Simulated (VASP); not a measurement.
# W16S in VASP: further runs, part 2 of 2

VASP 6.6.1. The steps go on from the part before.

**3. Single point, PBE**

INCAR

```
SYSTEM = W16S
ALGO     = Normal         ! electronic algorithm
DIPOL    = 0.5 0.5 0.328
EDIFF    = 1E-6           ! SCF threshold, eV
ENCUT    = 520            ! plane-wave cutoff, eV
GGA      = PE             ! functional
IDIPOL   = 3            
ISIF     = 2              ! what is computed and relaxed
ISMEAR   = 0              ! smearing method
KPAR     = 4            
LASPH    = .TRUE.         ! aspherical terms in the spheres
LCHARG   = .FALSE.        ! write CHGCAR
LDIPOL   = .TRUE.       
LREAL    = Auto         
LWAVE    = .FALSE.        ! write WAVECAR
NBANDS   = 129            ! bands
NELM     = 80             ! most SCF steps
PREC     = Accurate       ! precision mode
SIGMA    = 0.1            ! smearing width, eV
```

KPOINTS

```
k-points
0
G
  4 4 1
  0 0 0
```

POSCAR

```
W16S
1.0
    6.3673983408      0.0000000000      0.0000000000
    0.0000000000      6.3673983408      0.0000000000
    0.0000000000      0.0000000000     20.1425775155
W S
16 1
Direct
    0.2500000000      0.2500000000      0.1985843171
    0.2500000000      0.7500000000      0.1985843171
    0.7500000000      0.2500000000      0.1985843171
    0.7500000000      0.7500000000      0.1985843171
    0.0000000000      0.0000000000      0.2776134078
    0.0000000000      0.5000000000      0.2776134078
    0.5000000000      0.0000000000      0.2776134078
    0.5000000000      0.5000000000      0.2776134078
    0.2500000000      0.2500000000      0.3599451785
    0.2500000000      0.7500000000      0.3599451785
    0.7500000000      0.2500000000      0.3599451785
    0.7500000000      0.7500000000      0.3599451785
    0.0000000000      0.0000000000      0.4290700884
    0.0000000000      0.5000000000      0.4290700884
    0.5000000000      0.0000000000      0.4290700884
    0.5000000000      0.5000000000      0.4290700884
    0.1250000000      0.1875000000      0.5154234893
```

Potentials or basis: VASP PAW PBE potentials, release 64 (W_sv, S).

Started as:

```
$ cat potpaw_PBE.64/W_sv/POTCAR potpaw_PBE.64/S/POTCAR > POTCAR
$ mpirun -np 4 vasp_std > vasp.out
```

Run time: 9.9 min. Hardware: 4 MPI ranks of Intel Xeon 6975P-C (Granite Rapids), shared host; peak memory 1.1 GiB.

It converged, with:

```
Free energy            : -192.7860 eV
Largest force          : 2.215 eV/Å
Band gap on the k mesh : zero (bands 115 and 116 overlap by 0.22 eV)
```

Forces on the atoms (eV/Å):
```
W    0.057  0.021  2.132
W    0.045  0.009  2.030
W    0.008  0.016  2.057
W   -0.064 -0.024  2.037
W   -0.029 -0.039 -2.069
W   -0.039 -0.001 -2.013
W    0.005 -0.064 -2.085
W    0.064  0.069 -2.213
W    0.544  0.356 -0.829
W    0.270 -0.233 -0.209
W   -0.388  0.167 -0.344
W   -0.898 -0.545 -0.513
W   -0.542 -0.419  0.767
W    0.452 -0.367  0.994
W    0.002  0.384  0.339
W   -0.190 -0.297 -0.087
S    0.705  0.968  0.006
```

Levels at points of the mesh, in eV from the Fermi level:
```
           k point  band 113  band 114  band 115  band 116  band 117  band 118  band 119  band 120
(0.00, 0.00, 0.00)     -0.11     -0.10      0.18      0.42      0.45      0.82      0.90      0.91
(0.50, 0.00, 0.00)     -0.17     -0.13     -0.12     -0.02     -0.02      0.34      0.77      0.79
(0.00, 0.50, 0.00)     -0.16     -0.12     -0.12     -0.04     -0.02      0.59      0.73      0.79
(0.50, 0.50, 0.00)     -0.15     -0.12     -0.04     -0.03     -0.01      0.00      0.14      0.30
```

Caveat: spin-orbit coupling is left out, which moves the levels of the heavy elements.

**4. Single point, PBE**

INCAR

```
PREC = Accurate
ENCUT = 520
EDIFF = 1E-6
ISMEAR = 0
SIGMA = 0.1
LREAL = Auto
LASPH = T
NELM = 100
ALGO = Normal
ISIF = 2
LWAVE = F
LCHARG = F
LDIPOL = T
IDIPOL = 3
DIPOL = 0.5 0.5 0.328
GGA = PE
NBANDS = 129
KPAR = 4
```

KPOINTS

```
Automatic mesh
0
Gamma
  4 4 1
```

Changes to POSCAR since step 3:

```diff
@@ -24,2 +24,2 @@
     0.5000000000      0.5000000000      0.4290700884
-    0.1250000000      0.1875000000      0.5154234893
+    0.0625000000      0.1875000000      0.5212664374
```

Potentials or basis: VASP PAW PBE potentials, release 64 (W_sv, S).

Started as:

```
$ cat potpaw_PBE.64/W_sv/POTCAR potpaw_PBE.64/S/POTCAR > POTCAR
$ mpirun -np 4 vasp_std > vasp.out
```

OUTCAR:

```text
PREC = Accurate
   ENCUT = 520
   EDIFF = 1E-6
   ISMEAR = 0
   LREAL = Auto
   LASPH = T
   NELM = 100
   ISIF = 2
   GGA = PE

 ion  position               nearest neighbor table
   1  0.250  0.250  0.199-   5 2.76   6 2.76   7 2.76   8 2.76   2 3.18   3 3.18   2 3.18   3 3.18
                             9 3.25
   2  0.250  0.750  0.199-   5 2.76   6 2.76   7 2.76   8 2.76   1 3.18   4 3.18   1 3.18   4 3.18
                            10 3.25
   3  0.750  0.250  0.199-   5 2.76   6 2.76   7 2.76   8 2.76   1 3.18   4 3.18   4 3.18   1 3.18
                            11 3.25
[... 1549 lines left out ...]
  external PRESSURE =     -35.6434681 kB  Pullay stress =       0.0000000 kB

 VOLUME and BASIS-vectors are now :
 -----------------------------------------------------------------------------
  energy-cutoff  :      520.00
  volume of cell :      816.66
      direct lattice vectors                 reciprocal lattice vectors
     6.367398341  0.000000000  0.000000000     0.157050014  0.000000000  0.000000000
     0.000000000  6.367398341  0.000000000     0.000000000  0.157050014  0.000000000
     0.000000000  0.000000000 20.142577516     0.000000000  0.000000000  0.049646079

 POSITION                                       TOTAL-FORCE (eV/Angst)
 -----------------------------------------------------------------------------------
      1.59185      1.59185      4.00000         0.034471      0.010014      2.123233
      1.59185      4.77555      4.00000         0.047420     -0.013070      2.064253
      4.77555      1.59185      4.00000        -0.007801      0.006655      2.088145
      4.77555      4.77555      4.00000        -0.066522     -0.022604      2.070978
      0.00000      0.00000      5.59185        -0.011997     -0.024980     -2.153907
      0.00000      3.18370      5.59185        -0.004613      0.007972     -2.048123
[... 9 lines left out ...]
      3.18370      3.18370      8.64258        -0.050412     -0.137238     -0.155908
      0.39796      1.19389     10.49965         0.239928      0.938427      0.015288
 -----------------------------------------------------------------------------------
    total drift:                               -0.000101     -0.000091      0.009619

  FREE ENERGIE OF THE ION-ELECTRON SYSTEM (eV)
  ---------------------------------------------------
  free  energy   TOTEN  =      -192.6075858374 eV

  energy  without entropy=     -192.4817637272  energy(sigma->0) =     -192.54467478

 vacuum level on the upper side and lower side of the slab         5.372         4.844
```

Wall time 10 min (4 MPI ranks of Intel Xeon 6975P-C (Granite Rapids), shared host); peak memory 1.1 GiB.

What came out:

```yaml
Free_energy: -192.6076 eV
Largest_force: 2.327 eV/Å
Band_gap_on_the_k_mesh: zero (bands 115 and 116 overlap by 0.26 eV)
```

Forces on the atoms (eV/Å):
```
W    0.034  0.010  2.123
W    0.047 -0.013  2.064
W   -0.008  0.007  2.088
W   -0.067 -0.023  2.071
W   -0.012 -0.025 -2.154
W   -0.005  0.008 -2.048
W    0.007 -0.032 -2.120
W    0.040  0.057 -2.326
W    0.564  0.299 -0.822
W    0.567 -0.286 -0.258
W   -0.464  0.219 -0.534
W   -0.920 -0.464 -0.405
W   -0.314 -0.087  1.248
W    0.233 -0.541  1.263
W    0.108  0.069 -0.051
W   -0.050 -0.137 -0.156
S    0.240  0.938  0.015
```

Levels at points of the mesh, in eV from the Fermi level:
| k point | band 113 | band 114 | band 115 | band 116 | band 117 | band 118 | band 119 | band 120 |
| --- | --- | --- | --- | --- | --- | --- | --- | --- |
| (0.00, 0.00, 0.00) | -0.11 | -0.04 | 0.19 | 0.40 | 0.41 | 0.73 | 0.84 | 0.94 |
| (0.50, 0.00, 0.00) | -0.18 | -0.13 | -0.12 | -0.03 | -0.01 | 0.26 | 0.71 | 0.78 |
| (0.00, 0.50, 0.00) | -0.16 | -0.13 | -0.12 | -0.03 | -0.03 | 0.63 | 0.68 | 0.79 |
| (0.50, 0.50, 0.00) | -0.15 | -0.11 | -0.05 | -0.03 | -0.01 | -0.01 | 0.07 | 0.27 |

Caveat: spin-orbit coupling is left out, which moves the levels of the heavy elements.

**5. Summary**

| cell | gap on the mesh (eV) | largest force (eV/Å) |
| --- | --- | --- |
| as given, atomic positions A | none | 2.42 |
| as given, atomic positions B | none | 2.22 |
| as given, atomic positions C | none | 2.33 |

Alike in all rows: task single point; level PBE; potentials or basis VASP PAW PBE potentials, release 64 (W_sv, S); no spin polarisation; k mesh 4 × 4 × 1; cutoff (eV) 520; smearing gaussian 0.1 eV.

Caveats: spin-orbit coupling is left out, which moves the levels of the heavy elements.

Total energies depend on the potentials used, so only differences within one code and one set of settings carry meaning.
